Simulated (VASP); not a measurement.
Set up this calculation in VASP 6.6.1, as the native input.

| Quantity | Value |
| --- | --- |
| Task | single point |
| Functional | PBEsol |
| Potentials or basis | VASP PAW PBE potentials, release 64 (Li_sv) |
| Cutoff | 520 eV |
| k mesh | 8 × 8 × 12 |
| Occupations | fermi-dirac, width 0.1 eV |
| Spin | no spin polarisation |
| Dipole correction | no |
| Further INCAR settings | ALGO = Normal; EDIFF = 1e-06; NBANDS = 12 |

The structure of Li lies in POSCAR:

```
Li
1.0
    5.0567961065      0.0000000000      0.0000000000
   -2.5283980532      4.3793138900      0.0000000000
    0.0000000000      0.0000000000      2.9594015942
Li
3
Direct
    0.0000000000      1.0000000000      0.0000000000
    0.3333333333      0.6666666667      0.5000000000
    0.6666666667      0.3333333333      0.5000000000
```

This isn't the form of Li at room conditions, which is bcc.

The input as run:

INCAR

```
SYSTEM = Li
PREC = Accurate
ENCUT = 520
EDIFF = 1E-6
ISMEAR = -1
SIGMA = 0.1
LREAL = .FALSE.
LASPH = .TRUE.
NELM = 80
ALGO = Normal
ISIF = 2
LWAVE = .FALSE.
LCHARG = .FALSE.
GGA = PS
NBANDS = 12
```

KPOINTS

```
regular mesh
0
G
  8 8 12
  0 0 0
```

Potentials or basis: VASP PAW PBE potentials, release 64 (Li_sv).

Command:

```bash
$ cat potpaw_PBE.64/Li_sv/POTCAR > POTCAR
$ mpirun -np 1 vasp_std > vasp.out
```

It gave:

- Band gap on the k mesh: zero (an odd number of electrons rules out a gap without spin polarisation)

Run time: 18 s on 1 thread of Intel(R) Xeon(R) Platinum 8488C (Sapphire Rapids) (shared host), peak memory 0.19 GiB.
